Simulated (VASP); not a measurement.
# Si (P6/mmm) in VASP: single point with PBE

Aim: the single point of Si with PBE.

Everything below comes from runs of VASP 6.6.1. Logs are shortened: lines on timing, memory, paths and dates and some standing lists are left out, and cuts for length are marked.

### 1 The cell of the first run

Symmetry: P6/mmm, No. 191, hexagonal system. Conventional cell: a = 2.630 Å, b = 2.630 Å, c = 2.464 Å, α = 90.00°, β = 90.00°, γ = 120.00°. Si (site symmetry 6/mmm) has 8 Si at 2.46 to 2.63 Å within 3.3 Å.

This isn't the form of Si at room conditions, which is diamond.

### 2 Single point, PBE

INCAR reads:

```
PREC = Accurate
ENCUT = 500
EDIFF = 1E-6
ISMEAR = -1
SIGMA = 0.1
LREAL = False
LASPH = True
NELM = 120
ALGO = Normal
ISIF = 2
LWAVE = False
LCHARG = False
GGA = PE
NBANDS = 8
GGA_COMPAT = False
```

KPOINTS reads:

```
Automatic mesh
0
Gamma
  16 16 15
```

POSCAR reads:

```
Si
1.0
    2.6295679288      0.0000000000      0.0000000000
   -1.3147839644      2.2772726273      0.0000000000
    0.0000000000      0.0000000000      2.4642728188
Si
1
Direct
    0.0000000000      0.0000000000      0.0000000000
```

Potentials or basis: VASP PAW PBE potentials, release 64 (Si).

Command:

```sh
$ cat potpaw_PBE.64/Si/POTCAR > POTCAR
$ mpirun -np 1 vasp_std > vasp.out
```

OUTCAR:

```text
PREC = Accurate
   ENCUT = 500
   EDIFF = 1E-6
   ISMEAR = -1
   LREAL = False
   LASPH = True
   NELM = 120
   ISIF = 2
   GGA = PE

 ion  position               nearest neighbor table
   1  0.000  0.000  0.000-

  LATTYP: Found a hexagonal cell.
 ALAT       =     2.6295679288
 C/A-ratio  =     0.9371398213

  Lattice vectors:

 A1 = (   2.6295679288,   0.0000000000,   0.0000000000)
 A2 = (  -1.3147839644,   2.2772726273,   0.0000000000)
 A3 = (   0.0000000000,   0.0000000000,   2.4642728188)

Analysis of symmetry for initial positions (statically):
=====================================================================
 Subroutine PRICEL returns:
 Original cell was already a primitive cell.

 Routine SETGRP: Setting up the symmetry group for a
 hexagonal supercell.

 Subroutine GETGRP returns: Found 24 space group operations
 (whereof 24 operations were pure point group operations)
 out of a pool of 24 trial point group operations.

The static configuration has the point symmetry D_6h.

Analysis of symmetry for dynamics (positions and initial velocities):
=====================================================================
 Subroutine PRICEL returns:
 Original cell was already a primitive cell.

 Routine SETGRP: Setting up the symmetry group for a
 hexagonal supercell.

 Subroutine GETGRP returns: Found 24 space group operations
 (whereof 24 operations were pure point group operations)
 out of a pool of 24 trial point group operations.

The dynamic configuration has the point symmetry D_6h.

 Subroutine INISYM returns: Found 24 space group operations
 (whereof 24 operations are pure point group operations),
 and found     1 'primitive' translations

----------------------------------------------------------------------------------------

                                     Primitive cell

  volume of cell :      14.7567

  direct lattice vectors                    reciprocal lattice vectors
     2.629567929  0.000000000  0.000000000     0.380290613  0.219560888  0.000000000
    -1.314783964  2.277272627  0.000000000     0.000000000  0.439121776  0.000000000
     0.000000000  0.000000000  2.464272819     0.000000000  0.000000000  0.405799225

  length of vectors
     2.629567929  2.629567929  2.464272819     0.439121776  0.439121776  0.405799225

  position of ions in fractional coordinates (direct lattice)
     0.000000000  0.000000000  0.000000000

  ion indices of the primitive-cell ions
   primitive index   ion index
                 1           1

----------------------------------------------------------------------------------------

 KPOINTS: Automatic mesh

Automatic generation of k-mesh.
 Grid dimensions read from file:
 generate k-points for:   16   16   15

 Generating k-lattice:

  Cartesian coordinates                     Fractional coordinates (reciprocal lattice)
     0.023768163  0.013722555  0.000000000     0.062500000  0.000000000  0.000000000
     0.000000000  0.027445111  0.000000000     0.000000000  0.062500000  0.000000000
     0.000000000  0.000000000  0.027053282     0.000000000  0.000000000  0.066666667

  Length of vectors
     0.027445111  0.027445111  0.027053282

  Shift w.r.t. Gamma in fractional coordinates (k-lattice)
     0.000000000  0.000000000  0.000000000

 Subroutine IBZKPT returns following result:
 ===========================================

 Found    240 irreducible k-points:

 Following reciprocal coordinates:
            Coordinates               Weight
  0.000000  0.000000  0.000000      1.000000
  0.062500  0.000000  0.000000      6.000000
  0.125000  0.000000  0.000000      6.000000
  0.187500  0.000000  0.000000      6.000000
  0.250000  0.000000  0.000000      6.000000
  0.312500  0.000000  0.000000      6.000000
[... 16 lines left out ...]
  0.187500  0.187500  0.000000      6.000000
  0.250000  0.187500  0.000000     12.000000
 [... further k-points ...]
   k-points           NKPTS =    240   k-points in BZ     NKDIM =    240   number of bands    NBANDS=      8
   number of dos      NEDOS =    301   number of ions     NIONS =      1
   total plane-waves  NPLWV =   7200
   dimension x,y,z NGX =    20 NGY =   20 NGZ =   18
   dimension x,y,z NGXF=    40 NGYF=   40 NGZF=   36
   ions per type =               1
   NGX,Y,Z   is equivalent  to a cutoff of  12.64, 12.64, 12.14 a.u.
   NGXF,Y,Z  is equivalent  to a cutoff of  25.29, 25.29, 24.29 a.u.
 SYSTEM =  unknown system
   PREC   = accura    normal or accurate (medium, high low for compatibility)
   ISTART =      0    job   : 0-new  1-cont  2-samecut
   ICHARG =      2    charge: 1-file 2-atom 10-const
   ISPIN  =      1    spin polarized calculation?
   LNONCOLLINEAR =      F non collinear calculations
   LSORBIT =      F    spin-orbit coupling
   LASPH  =      T    aspherical Exc in radial PAW
   ENCUT  =  500.0 eV  36.75 Ry    6.06 a.u.   4.79  4.79  4.49*2*pi/ulx,y,z
   NELM   =    120;   NELMIN=  2; NELMDL= -5     # of ELM steps
   EDIFF  = 0.1E-05   stopping-criterion for ELM
   LREAL  =      F    real-space projection
   EDIFFG = 0.1E-04   stopping-criterion for IOM
   NSW    =      0    number of steps for IOM
   IBRION =     -1    ionic relax: 0-MD 1-quasi-New 2-CG
   NFREE  =      0    steps in history (QN), initial steepest desc. (CG)
   ISIF   =      2    stress and relaxation
   ISYM   =      2    0-nonsym 1-usesym 2-fastsym
   POTIM  = 0.5000    time-step for ionic-motion
   TEBEG  =    0.0;   TEEND  =   0.0 temperature during run
   PSTRESS=    0.0 pullay stress
   NELECT =       4.0000    total number of electrons
   NUPDOWN=      -1.0000    fix difference up-down
   EMIN   =  10.00;   EMAX   =-10.00  energy-range for DOS
   EFERMI =   0.00;   METHOD = LEGACY
   ISMEAR =    -1;   SIGMA  =   0.10  broadening in eV -4-tet -1-fermi 0-gaus
   EFERMI_NEDOS =   21; number of points for ismear=-14 and -15
   IALGO  =     38    algorithm
   IMIX   =      4    mixing-type and parameters
     AMIX     =   0.40;   BMIX     =  1.00
     AMIX_MAG =   1.60;   BMIX_MAG =  1.00
  volume/ion in A,a.u.               =      14.76        99.58
  Fermi-wavevector in a.u.,A,eV,Ry     =   1.059495  2.002155 15.272932  1.122529
  Thomas-Fermi vector in A             =   2.194842
   LORBIT       =      0    0 simple, 1 ext, 2 COOP (PROOUT), +10 PAW based schemes
   GGA     = PE    functional components
   LHFCALC =     F    Hartree Fock is set to
   AEXX    =    0.0000 exact exchange contribution
   IVDW    =     0    specifies the selected vdW correction
   LEPSILON=     F    determine dielectric tensor
   LRPA    =     F    only Hartree local field effects (RPA)
 non-spin polarized calculation
  energy-cutoff  :      500.00
  volume of cell :       14.76
 maximum number of plane-waves:       399
 NGX is ok and might be reduce to    20
   NGX =  9   NGY =  9   NGZ =  9

 number of electron       4.0000000 magnetization

 Free energy of the ion-electron system (eV)
  ---------------------------------------------------
  ext. energy  EPLUGINS =         0.00000000
  ---------------------------------------------------
  free energy    TOTEN  =        -5.11878347 eV

  energy without entropy =       -5.10585321  energy(sigma->0) =       -5.11231834

 E-fermi :   9.6139     XC(G=0): -11.0453

 val. band max:        9.5376915183   @ k =   0.2500   0.0625   0.0667
 cond. band min:       9.6275628553   @ k =   0.3750   0.0625   0.4000
 fundamental gap:      0.0898713369
 Fermi energy:         9.6138952447

 k-point     1 :       0.0000    0.0000    0.0000
  band No.  band energies     occupation
      1      -4.4699      2.00000
      2      17.1519      0.00000
      3      17.7132      0.00000
      4      19.8436      0.00000
      5      19.8436      0.00000
      6      21.8278      0.00000
      7      21.8278      0.00000
      8      27.1683      0.00000

 k-point     2 :       0.0625    0.0000    0.0000
  band No.  band energies     occupation
      1      -4.3609      2.00000
      2      16.6904      0.00000
      3      17.8045      0.00000
      4      19.1123      0.00000
      5      19.1531      0.00000
      6      21.8559      0.00000
      7      22.7480      0.00000
      8      28.3083      0.00000

 k-point     3 :       0.1250    0.0000    0.0000
  band No.  band energies     occupation
      1      -4.0344      2.00000
      2      15.1042      0.00000
      3      18.0111      0.00000
      4      18.0780      0.00000
      5      18.3228      0.00000
      6      21.9072      0.00000
      7      24.4141      0.00000
      8      29.9714      0.00000

 k-point     4 :       0.1875    0.0000    0.0000
  band No.  band energies     occupation
      1      -3.4917      2.00000
      2      12.8721      0.00000
      3      17.0146      0.00000
      4      17.7556      0.00000
      5      18.5320      0.00000
      6      22.1594      0.00000
      7      26.3441      0.00000
      8      31.1478      0.00000

 k-point     5 :       0.2500    0.0000    0.0000
  band No.  band energies     occupation
      1      -2.7352      2.00000
      2      10.5360      0.00020
      3      16.1839      0.00000
      4      17.2379      0.00000
      5      19.1629      0.00000
      6      22.7062      0.00000
      7      28.4607      0.00000
      8      30.6570      0.00000

 k-point     6 :       0.3125    0.0000    0.0000
  band No.  band energies     occupation
      1      -1.7682      2.00000
      2       8.2771      2.00000
      3      15.5331      0.00000
      4      16.7712      0.00000
      5      19.9623      0.00000
      6      23.5323      0.00000
      7      28.8332      0.00000
      8      30.7137      0.00000

 k-point     7 :       0.3750    0.0000    0.0000
  band No.  band energies     occupation
      1      -0.5972      2.00000
      2       6.1615      2.00000
      3      15.0668      0.00000
      4      16.4034      0.00000
      5      20.9082      0.00000
      6      24.5877      0.00000
      7      27.1177      0.00000
      8      30.9514      0.00000

 k-point     8 :       0.4375   -0.0000    0.0000
  band No.  band energies     occupation
      1       0.7603      2.00000
      2       4.2306      2.00000
      3      14.7866      0.00000
      4      16.1700      0.00000
      5      21.9182      0.00000
      6      25.6325      0.00000
      7      25.7750      0.00000
      8      29.5000      0.00000

 k-point     9 :       0.5000    0.0000    0.0000
  band No.  band energies     occupation
      1       1.9649      2.00000
      2       2.8341      2.00000
      3      14.6931      0.00000
      4      16.0902      0.00000
      5      22.5291      0.00000
      6      24.8611      0.00000
      7      26.5641      0.00000
      8      28.5948      0.00000

 k-point    10 :       0.0625    0.0625    0.0000
  band No.  band energies     occupation
      1      -4.1432      2.00000
      2      15.7629      0.00000
      3      17.5334      0.00000
      4      17.9869      0.00000
      5      19.1712      0.00000
      6      22.0787      0.00000
      7      23.6435      0.00000
      8      29.9939      0.00000
[... 78 lines left out ...]
 k-point    18 :       0.1875    0.1250    0.0000
  band No.  band energies     occupation
      1      -2.4119      2.00000
      2      10.7484      0.00002
      3      12.6207      0.00000
      4      19.4312      0.00000
      5      20.2237      0.00000
      6      23.3772      0.00000
      7      26.9087      0.00000
      8      30.5463      0.00000

 k-point    19 :       0.2500    0.1250    0.0000
  band No.  band energies     occupation
      1      -1.4469      2.00000
      2       8.5564      1.99995
      3      11.8633      0.00000
      4      20.2256      0.00000
      5      20.3126      0.00000
      6      24.0263      0.00000
      7      28.6899      0.00000
      8      28.9286      0.00000

 k-point    20 :       0.3125    0.1250    0.0000
  band No.  band energies     occupation
      1      -0.2783      2.00000
      2       6.4599      2.00000
      3      11.3537      0.00000
      4      20.2280      0.00000
      5      21.1617      0.00000
      6      24.9721      0.00000
      7      27.3201      0.00000
      8      30.2483      0.00000

 k-point    21 :       0.3750    0.1250    0.0000
  band No.  band energies     occupation
      1       1.0763      2.00000
      2       4.5377      2.00000
      3      11.0523      0.00000
      4      20.1231      0.00000
      5      22.1512      0.00000
      6      25.8985      0.00000
      7      26.0995      0.00000
      8      29.7107      0.00000

 k-point    22 :       0.4375    0.1250    0.0000
  band No.  band energies     occupation
      1       2.2774      2.00000
      2       3.1460      2.00000
      3      10.9522      0.00000
      4      20.0804      0.00000
      5      22.7354      0.00000
      6      25.1661      0.00000
      7      26.8502      0.00000
      8      28.9066      0.00000

 k-point    23 :       0.1875    0.1875    0.0000
  band No.  band energies     occupation
      1      -1.5536      2.00000
      2       9.6622      0.76328
      3      10.5855      0.00012
      4      20.1386      0.00000
      5      21.2635      0.00000
      6      24.2355      0.00000
      7      27.4228      0.00000
      8      29.4557      0.00000

 k-point    24 :       0.2500    0.1875    0.0000
  band No.  band energies     occupation
      1      -0.4886      2.00000
      2       7.8178      2.00000
      3       9.6363      0.88833
      4      20.9982      0.00000
      5      21.9157      0.00000
      6      25.0385      0.00000
      7      28.1818      0.00000
      8      28.6674      0.00000

 [... further k-points ...]

------------------------ aborting loop because EDIFF is reached ----------------------------------------

  FORCE on cell =-STRESS in cart. coord.  units (eV):
  Direction    XX          YY          ZZ          XY          YZ          ZX
  --------------------------------------------------------------------------------------
  -------------------------------------------------------------------------------------
  Total        0.2167381      0.2167381      0.2146719      0.0000000      0.0000000      0.0000000
  in kB       23.5319332     23.5319332     23.3076019      0.0000000      0.0000000      0.0000000
  external PRESSURE =      23.4571561 kB  Pullay stress =       0.0000000 kB

 VOLUME and BASIS-vectors are now :
 -----------------------------------------------------------------------------
  energy-cutoff  :      500.00
  volume of cell :       14.76
      direct lattice vectors                 reciprocal lattice vectors
     2.629567929  0.000000000  0.000000000     0.380290613  0.219560888  0.000000000
    -1.314783964  2.277272627  0.000000000     0.000000000  0.439121776  0.000000000
     0.000000000  0.000000000  2.464272819     0.000000000  0.000000000  0.405799225

 POSITION                                       TOTAL-FORCE (eV/Angst)
 -----------------------------------------------------------------------------------
      0.00000      0.00000      0.00000        -0.000000      0.000000      0.000000
 -----------------------------------------------------------------------------------
    total drift:                                0.000000      0.000000      0.000000

  FREE ENERGIE OF THE ION-ELECTRON SYSTEM (eV)
  ---------------------------------------------------
  free  energy   TOTEN  =        -5.1187834742 eV

  energy  without entropy=       -5.1058532111  energy(sigma->0) =       -5.11231834
```

Run time: 13 s. Hardware: 1 thread of Intel Xeon Platinum 8559C (Emerald Rapids), shared host; peak memory 0.13 GiB.

What came out:

| Property | Result |
| --- | --- |
| Free energy | -5.1188 eV |
| Pressure | 2.3 GPa |
| Band gap on the k mesh | zero (bands 2 and 3 overlap by 11.51 eV) |
